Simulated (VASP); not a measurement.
# La2GeBO6 (R3) in VASP: a series of runs

The runs below take La2GeBO6 through single point, with LDA.

All numbers are computed with VASP 6.6.1; they aren't measurements. Logs are shortened: lines on timing, memory, paths and dates and some standing lists are left out, and cuts for length are marked.

## (1) The cell of the first run

It takes space group R3 (No. 146, trigonal). Conventional cell: a = 5.453 Å, b = 5.453 Å, c = 13.185 Å, α = 90.00°, β = 90.00°, γ = 120.00°. La (site symmetry 3) has 12 O at 2.41 to 3.04 Å and 4 B at 3.27 to 3.34 Å and 4 Ge at 3.28 to 3.34 Å within 3.4 Å. La (site symmetry 3) has 12 O at 2.46 to 3.00 Å and 4 B at 3.27 to 3.34 Å and 4 Ge at 3.31 to 3.36 Å within 3.4 Å. Ge (site symmetry 3) has 6 O at 1.84 to 1.85 Å within 2.4 Å. Within 2.7 Å of B (site symmetry 3) lie 6 O at 2.02 to 2.07 Å. O (site symmetry 1) has 1 Ge at 1.84 Å and 1 B at 2.02 Å and 4 La at 2.46 to 3.00 Å and 8 O at 2.53 to 2.90 Å within 3.0 Å. O (site symmetry 1) has 1 Ge at 1.85 Å and 1 B at 2.07 Å and 4 La at 2.41 to 3.04 Å and 8 O at 2.53 to 2.95 Å within 3.1 Å.

## (2) Single point, LDA

File INCAR:

```
ALGO = Normal
EDIFF = 1E-6
ENCUT = 520
ISIF = 2
ISMEAR = -1
LASPH = T
LCHARG = T
LELF = T
LREAL = F
LVHAR = T
LWAVE = F
NBANDS = 48
NELM = 60
PREC = Accurate
SIGMA = 0.1
```

File KPOINTS:

```
k-points
0
Gamma
  4 4 4
```

File POSCAR:

```
La2GeBO6
1.0
    2.7263880000      1.5740790000      4.3950320000
   -2.7263880000      1.5740790000      4.3950320000
    0.0000000000     -3.1481590000      4.3950320000
La Ge B O
2 1 1 6
Direct
    0.7520000000      0.7520000000      0.7520000000
    0.2480000000      0.2480000000      0.2480000000
    0.5030000000      0.5030000000      0.5030000000
    0.0000000000      0.0000000000      0.0000000000
    0.6900000000      0.2550000000      0.7890000000
    0.7890000000      0.6900000000      0.2550000000
    0.2550000000      0.7890000000      0.6900000000
    0.2080000000      0.3240000000      0.7350000000
    0.7350000000      0.2080000000      0.3240000000
    0.3240000000      0.7350000000      0.2080000000
```

Potentials or basis: VASP PAW LDA potentials, release 64 (La, Ge_d, B, O).

The run is started by

```sh
$ cat potpaw_LDA.64/La/POTCAR potpaw_LDA.64/Ge_d/POTCAR potpaw_LDA.64/B/POTCAR potpaw_LDA.64/O/POTCAR > POTCAR
$ mpirun -np 1 vasp_std > vasp.out
```

OUTCAR:

```text
EDIFF = 1E-6
   ENCUT = 520
   ISIF = 2
   ISMEAR = -1
   LASPH = T
   LREAL = F
   NELM = 60
   PREC = Accurate

 ion  position               nearest neighbor table
   1  0.752  0.752  0.752-  10 2.41   9 2.41   8 2.41   6 2.67   7 2.67   5 2.67   6 2.77   5 2.77
                             7 2.77   3 3.28
   2  0.248  0.248  0.248-   5 2.46   7 2.46   6 2.46   8 2.70   9 2.70  10 2.70   8 2.75  10 2.75
                             9 2.75
   3  0.503  0.503  0.503-   6 1.84   5 1.84   7 1.84   8 1.85  10 1.85   9 1.85   1 3.28
   4  0.000  0.000  0.000-   6 2.02   7 2.02   5 2.02   8 2.07   9 2.07  10 2.07
   5  0.690  0.255  0.789-   3 1.84   4 2.02   2 2.46   1 2.67   1 2.77
   6  0.789  0.690  0.255-   3 1.84   4 2.02   2 2.46   1 2.67   1 2.77
   7  0.255  0.789  0.690-   3 1.84   4 2.02   2 2.46   1 2.67   1 2.77
   8  0.208  0.324  0.735-   3 1.85   4 2.07   1 2.41   2 2.70   2 2.75
   9  0.735  0.208  0.324-   3 1.85   4 2.07   1 2.41   2 2.70   2 2.75
  10  0.324  0.735  0.208-   3 1.85   4 2.07   1 2.41   2 2.70   2 2.75

  LATTYP: Found a trigonal (rhomboedric) cell.
 ALAT       =     5.4062207230
 COS(alpha) =     0.4913514943

  Lattice vectors:

 A1 = (   2.7263880000,   1.5740790000,   4.3950320000)
 A2 = (  -2.7263880000,   1.5740790000,   4.3950320000)
 A3 = (   0.0000000000,  -3.1481590000,   4.3950320000)

Analysis of symmetry for initial positions (statically):
=====================================================================
 Subroutine PRICEL returns:
 Original cell was already a primitive cell.

 Routine SETGRP: Setting up the symmetry group for a
 trigonal (rhombohedral) supercell.

 Subroutine GETGRP returns: Found  3 space group operations
 (whereof  3 operations were pure point group operations)
 out of a pool of 12 trial point group operations.

The static configuration has the point symmetry C_3 .

Analysis of symmetry for dynamics (positions and initial velocities):
=====================================================================
 Subroutine PRICEL returns:
 Original cell was already a primitive cell.

 Routine SETGRP: Setting up the symmetry group for a
 trigonal (rhombohedral) supercell.

 Subroutine GETGRP returns: Found  3 space group operations
 (whereof  3 operations were pure point group operations)
 out of a pool of 12 trial point group operations.

The dynamic configuration has the point symmetry C_3 .

 Subroutine INISYM returns: Found  3 space group operations
 (whereof  3 operations are pure point group operations),
 and found     1 'primitive' translations

----------------------------------------------------------------------------------------

                                     Primitive cell

  volume of cell :     113.1690

  direct lattice vectors                    reciprocal lattice vectors
     2.726388000  1.574079000  4.395032000     0.183392826  0.105881999  0.075843218
    -2.726388000  1.574079000  4.395032000    -0.183392826  0.105881999  0.075843218
     0.000000000 -3.148159000  4.395032000     0.000000000 -0.211763998  0.075843194

  length of vectors
     5.406220723  5.406220723  5.406219693     0.224935813  0.224935813  0.224935949

  position of ions in fractional coordinates (direct lattice)
     0.752000000  0.752000000  0.752000000
     0.248000000  0.248000000  0.248000000
     0.503000000  0.503000000  0.503000000
     0.000000000  0.000000000  0.000000000
     0.690000000  0.255000000  0.789000000
     0.789000000  0.690000000  0.255000000
     0.255000000  0.789000000  0.690000000
     0.208000000  0.324000000  0.735000000
     0.735000000  0.208000000  0.324000000
     0.324000000  0.735000000  0.208000000

  ion indices of the primitive-cell ions
   primitive index   ion index
                 1           1
                 2           2
                 3           3
                 4           4
                 5           5
                 6           6
                 7           7
                 8           8
                 9           9
                10          10

----------------------------------------------------------------------------------------

 KPOINTS: k-points

Automatic generation of k-mesh.
 Grid dimensions read from file:
 generate k-points for:    4    4    4

 Generating k-lattice:

  Cartesian coordinates                     Fractional coordinates (reciprocal lattice)
     0.045848206  0.026470500  0.018960804     0.250000000 -0.000000000  0.000000000
    -0.045848206  0.026470500  0.018960804    -0.000000000  0.250000000  0.000000000
     0.000000000 -0.052941000  0.018960798     0.000000000  0.000000000  0.250000000

  Length of vectors
     0.056233953  0.056233953  0.056233987

  Shift w.r.t. Gamma in fractional coordinates (k-lattice)
     0.000000000  0.000000000  0.000000000

 Subroutine IBZKPT returns following result:
 ===========================================

 Found     14 irreducible k-points:

 Following reciprocal coordinates:
            Coordinates               Weight
  0.000000  0.000000  0.000000      1.000000
  0.250000  0.000000  0.000000      6.000000
  0.500000  0.000000  0.000000      3.000000
  0.250000  0.250000  0.000000      6.000000
  0.500000  0.250000  0.000000      6.000000
  0.500000  0.000000 -0.250000      6.000000
 -0.250000  0.250000  0.000000      6.000000
  0.500000  0.500000  0.000000      3.000000
  0.250000  0.250000  0.250000      2.000000
  0.500000  0.250000  0.250000      6.000000
 -0.250000  0.250000  0.250000      6.000000
  0.500000  0.500000  0.250000      6.000000
 -0.250000  0.500000  0.250000      6.000000
  0.500000  0.500000  0.500000      1.000000
   k-points           NKPTS =     14   k-points in BZ     NKDIM =     14   number of bands    NBANDS=     48
   number of dos      NEDOS =    301   number of ions     NIONS =     10
   total plane-waves  NPLWV =  64000
   dimension x,y,z NGX =    40 NGY =   40 NGZ =   40
   dimension x,y,z NGXF=    80 NGYF=   80 NGZF=   80
   ions per type =               2   1   1   6
   NGX,Y,Z   is equivalent  to a cutoff of  12.30, 12.30, 12.30 a.u.
   NGXF,Y,Z  is equivalent  to a cutoff of  24.60, 24.60, 24.60 a.u.
 SYSTEM =  unknown system
   PREC   = accura    normal or accurate (medium, high low for compatibility)
   ISTART =      0    job   : 0-new  1-cont  2-samecut
   ICHARG =      2    charge: 1-file 2-atom 10-const
   ISPIN  =      1    spin polarized calculation?
   LNONCOLLINEAR =      F non collinear calculations
   LSORBIT =      F    spin-orbit coupling
   LASPH  =      T    aspherical Exc in radial PAW
   ENCUT  =  520.0 eV  38.22 Ry    6.18 a.u.  10.05 10.05 10.05*2*pi/ulx,y,z
   NELM   =     60;   NELMIN=  2; NELMDL= -5     # of ELM steps
   EDIFF  = 0.1E-05   stopping-criterion for ELM
   LREAL  =      F    real-space projection
   EDIFFG = 0.1E-04   stopping-criterion for IOM
   NSW    =      0    number of steps for IOM
   IBRION =     -1    ionic relax: 0-MD 1-quasi-New 2-CG
   NFREE  =      0    steps in history (QN), initial steepest desc. (CG)
   ISIF   =      2    stress and relaxation
   ISYM   =      2    0-nonsym 1-usesym 2-fastsym
   POTIM  = 0.5000    time-step for ionic-motion
   TEBEG  =    0.0;   TEEND  =   0.0 temperature during run
   PSTRESS=    0.0 pullay stress
   NELECT =      75.0000    total number of electrons
   NUPDOWN=      -1.0000    fix difference up-down
   EMIN   =  10.00;   EMAX   =-10.00  energy-range for DOS
   EFERMI =   0.00;   METHOD = LEGACY
   ISMEAR =    -1;   SIGMA  =   0.10  broadening in eV -4-tet -1-fermi 0-gaus
   EFERMI_NEDOS =   21; number of points for ismear=-14 and -15
   IALGO  =     38    algorithm
   IMIX   =      4    mixing-type and parameters
     AMIX     =   0.40;   BMIX     =  1.00
     AMIX_MAG =   1.60;   BMIX_MAG =  1.00
  volume/ion in A,a.u.               =      11.32        76.37
  Fermi-wavevector in a.u.,A,eV,Ry     =   1.427314  2.697232 27.718116  2.037224
  Thomas-Fermi vector in A             =   2.547496
   LORBIT       =      0    0 simple, 1 ext, 2 COOP (PROOUT), +10 PAW based schemes
   GGA     = CA    functional components
   LHFCALC =     F    Hartree Fock is set to
   AEXX    =    0.0000 exact exchange contribution
   IVDW    =     0    specifies the selected vdW correction
   LEPSILON=     F    determine dielectric tensor
   LRPA    =     F    only Hartree local field effects (RPA)
 non-spin polarized calculation
  energy-cutoff  :      520.00
  volume of cell :      113.17
 maximum number of plane-waves:      3054
   NGX = 21   NGY = 21   NGZ = 21

 number of electron      75.0000004 magnetization

 Free energy of the ion-electron system (eV)
  ---------------------------------------------------
  ext. energy  EPLUGINS =         0.00000000
  ---------------------------------------------------
  free energy    TOTEN  =       -79.81396064 eV

  energy without entropy =      -79.76403764  energy(sigma->0) =      -79.78899914

 E-fermi :   9.8700     XC(G=0): -12.1509

 val. band max:        9.8346992276   @ k =   0.5000   0.5000   0.5000
 cond. band min:      10.0193463543   @ k =  -0.2500   0.2500   0.2500
 fundamental gap:      0.1846471267
 Fermi energy:         9.8700083013

 k-point     1 :       0.0000    0.0000    0.0000
  band No.  band energies     occupation
      1     -23.4078      2.00000
      2     -23.1280      2.00000
      3     -16.6183      2.00000
      4     -16.6183      2.00000
      5     -16.2962      2.00000
      6     -16.2815      2.00000
[... 40 lines left out ...]
     47      11.4856      0.00000
     48      11.4956      0.00000

 k-point     2 :       0.2500    0.0000    0.0000
  band No.  band energies     occupation
      1     -23.3773      2.00000
      2     -23.1502      2.00000
      3     -16.6191      2.00000
      4     -16.6175      2.00000
      5     -16.2958      2.00000
      6     -16.2811      2.00000
[... 604 lines left out ...]
 k-point    14 :       0.5000    0.5000    0.5000
  band No.  band energies     occupation
      1     -23.3394      2.00000
      2     -23.1791      2.00000
      3     -16.6197      2.00000
      4     -16.6197      2.00000
      5     -16.2926      2.00000
      6     -16.2809      2.00000
[... 40 lines left out ...]
     47      11.3847      0.00000
     48      11.4728      0.00000

------------------------ aborting loop because EDIFF is reached ----------------------------------------

  FORCE on cell =-STRESS in cart. coord.  units (eV):
  Direction    XX          YY          ZZ          XY          YZ          ZX
  --------------------------------------------------------------------------------------
  -------------------------------------------------------------------------------------
  Total       -1.5857471     -1.5857440     -1.8791020      0.0000001      0.0000001      0.0000000
  in kB      -22.4500303    -22.4499871    -26.6031693      0.0000016      0.0000020      0.0000000
  external PRESSURE =     -23.8343956 kB  Pullay stress =       0.0000000 kB

 VOLUME and BASIS-vectors are now :
 -----------------------------------------------------------------------------
  energy-cutoff  :      520.00
  volume of cell :      113.17
      direct lattice vectors                 reciprocal lattice vectors
     2.726388000  1.574079000  4.395032000     0.183392826  0.105881999  0.075843218
    -2.726388000  1.574079000  4.395032000    -0.183392826  0.105881999  0.075843218
     0.000000000 -3.148159000  4.395032000     0.000000000 -0.211763998  0.075843194

 POSITION                                       TOTAL-FORCE (eV/Angst)
 -----------------------------------------------------------------------------------
      0.00000     -0.00000      9.91519         0.000000     -0.000000      0.023344
      0.00000     -0.00000      3.26990         0.000000     -0.000000      0.170091
      0.00000     -0.00000      6.63210         0.000000      0.000000     -0.712839
      0.00000      0.00000      0.00000         0.000000      0.000000     -0.249645
      1.18598     -0.99639      7.62099         1.332683     -1.011463      1.628429
      0.26991      1.52528      7.62099         0.209612      1.659868      1.628429
     -1.45589     -0.52889      7.62099        -1.542295     -0.648405      1.628429
     -0.31626     -1.47649      5.56851         0.047261     -1.857288     -1.372080
      1.43681      0.46435      5.56851         1.584830      0.969573     -1.372080
     -1.12055      1.01213      5.56851        -1.632090      0.887715     -1.372080
 -----------------------------------------------------------------------------------
    total drift:                               -0.000013     -0.000004      0.000516

  FREE ENERGIE OF THE ION-ELECTRON SYSTEM (eV)
  ---------------------------------------------------
  free  energy   TOTEN  =       -79.8139606401 eV

  energy  without entropy=      -79.7640376425  energy(sigma->0) =      -79.78899914
```

Run time: 3.8 min. Hardware: 1 thread of Intel Xeon 8259CL, shared host; peak memory 0.25 GiB.

What came out:

| Property | Result |
| --- | --- |
| Free energy | -79.8140 eV |
| Pressure | -2.4 GPa |
| Largest force | 2.335 eV/Å |
| Band gap on the k mesh | zero (an odd number of electrons rules out a gap without spin polarisation) |

Forces in eV/Å, atoms in the order of the input:
```
La   0.000  0.000  0.023
La   0.000  0.000  0.170
Ge   0.000  0.000 -0.713
B    0.000  0.000 -0.250
O    1.333 -1.011  1.628
O    0.210  1.660  1.628
O   -1.542 -0.648  1.628
O    0.047 -1.857 -1.372
O    1.585  0.970 -1.372
O   -1.632  0.888 -1.372
```

Stress tensor (GPa, compression positive):
```
-2.25  0.00  0.00
 0.00 -2.24  0.00
 0.00  0.00 -2.66
```

Caveat: spin-orbit coupling is left out, which moves the levels of the heavy elements; an odd number of electrons without spin polarisation forces a metal; a magnetic or distorted state may lie lower.

## (3) Single point, LDA

File INCAR:

```
SYSTEM = La2GeBO6
ALGO = Normal
EDIFF = 1E-7
ENCUT = 520
ISIF = 2
ISMEAR = -1
LASPH = .True.
LCHARG = .False.
LREAL = .False.
LWAVE = .False.
NBANDS = 48
NELM = 100
PREC = Accurate
SIGMA = 0.1
```

File KPOINTS:

```
k-points
0
Gamma
  4 4 4
  0 0 0
```

POSCAR is that of step 2.

Potentials or basis: VASP PAW LDA potentials, release 64 (La, Ge_d, B, O).

The run is started by

```sh
$ cat potpaw_LDA.64/La/POTCAR potpaw_LDA.64/Ge_d/POTCAR potpaw_LDA.64/B/POTCAR potpaw_LDA.64/O/POTCAR > POTCAR
$ mpirun -np 1 vasp_std > vasp.out
```

OUTCAR:

```text
SYSTEM = La2GeBO6
   EDIFF = 1E-7
   ENCUT = 520
   ISIF = 2
   ISMEAR = -1
   LASPH = .True.
   LREAL = .False.
   NELM = 100
   PREC = Accurate

 ion  position               nearest neighbor table
   1  0.752  0.752  0.752-  10 2.41   9 2.41   8 2.41   6 2.67   7 2.67   5 2.67   6 2.77   5 2.77
                             7 2.77   3 3.28
   2  0.248  0.248  0.248-   5 2.46   7 2.46   6 2.46   8 2.70   9 2.70  10 2.70   8 2.75  10 2.75
                             9 2.75
   3  0.503  0.503  0.503-   6 1.84   5 1.84   7 1.84   8 1.85  10 1.85   9 1.85   1 3.28
   4  0.000  0.000  0.000-   6 2.02   7 2.02   5 2.02   8 2.07   9 2.07  10 2.07
   5  0.690  0.255  0.789-   3 1.84   4 2.02   2 2.46   1 2.67   1 2.77
[... 926 lines left out ...]
 -----------------------------------------------------------------------------
  energy-cutoff  :      520.00
  volume of cell :      113.17
      direct lattice vectors                 reciprocal lattice vectors
     2.726388000  1.574079000  4.395032000     0.183392826  0.105881999  0.075843218
    -2.726388000  1.574079000  4.395032000    -0.183392826  0.105881999  0.075843218
     0.000000000 -3.148159000  4.395032000     0.000000000 -0.211763998  0.075843194

 POSITION                                       TOTAL-FORCE (eV/Angst)
 -----------------------------------------------------------------------------------
      0.00000     -0.00000      9.91519         0.000000     -0.000000      0.023227
      0.00000     -0.00000      3.26990         0.000000     -0.000000      0.170157
      0.00000     -0.00000      6.63210         0.000000      0.000000     -0.712851
      0.00000      0.00000      0.00000         0.000000      0.000000     -0.249621
      1.18598     -0.99639      7.62099         1.332609     -1.011539      1.628398
      0.26991      1.52528      7.62099         0.209715      1.659841      1.628398
     -1.45589     -0.52889      7.62099        -1.542324     -0.648303      1.628398
     -0.31626     -1.47649      5.56851         0.047149     -1.857245     -1.372035
      1.43681      0.46435      5.56851         1.584849      0.969455     -1.372035
     -1.12055      1.01213      5.56851        -1.631997      0.887791     -1.372035
 -----------------------------------------------------------------------------------
    total drift:                               -0.000013     -0.000004      0.000514

  FREE ENERGIE OF THE ION-ELECTRON SYSTEM (eV)
  ---------------------------------------------------
  free  energy   TOTEN  =       -79.8139606770 eV

  energy  without entropy=      -79.7640374868  energy(sigma->0) =      -79.78899908
```

It took 3.8 min on 1 thread of Intel Xeon 8259CL, shared host; peak memory 0.25 GiB.

What came out:

```yaml
Free_energy: -79.8140 eV
Pressure: -2.4 GPa
Largest_force: 2.335 eV/Å
Band_gap_on_the_k_mesh: zero (an odd number of electrons rules out a gap without spin polarisation)
```

Forces on the atoms (eV/Å):
```
La   0.000  0.000  0.023
La   0.000  0.000  0.170
Ge   0.000  0.000 -0.713
B    0.000  0.000 -0.250
O    1.333 -1.012  1.628
O    0.210  1.660  1.628
O   -1.542 -0.648  1.628
O    0.047 -1.857 -1.372
O    1.585  0.969 -1.372
O   -1.632  0.888 -1.372
```

Levels at points of the mesh, in eV from the Fermi level:
| k point | band 36 | band 37 | band 38 | band 39 | band 40 | band 41 |
| --- | --- | --- | --- | --- | --- | --- |
| (0.00, 0.00, 0.00) | -3.70 | -3.61 | -1.78 | 0.93 | 0.93 | 1.24 |
| (0.50, 0.00, 0.00) | -3.74 | -3.38 | -0.23 | 0.85 | 1.17 | 1.21 |
| (0.50, 0.50, 0.00) | -4.09 | -3.37 | 0.54 | 1.16 | 1.19 | 1.27 |
| (0.50, 0.50, 0.50) | -3.92 | -3.92 | -0.04 | 0.85 | 1.28 | 1.28 |

Caveat: spin-orbit coupling is left out, which moves the levels of the heavy elements; an odd number of electrons without spin polarisation forces a metal; a magnetic or distorted state may lie lower.
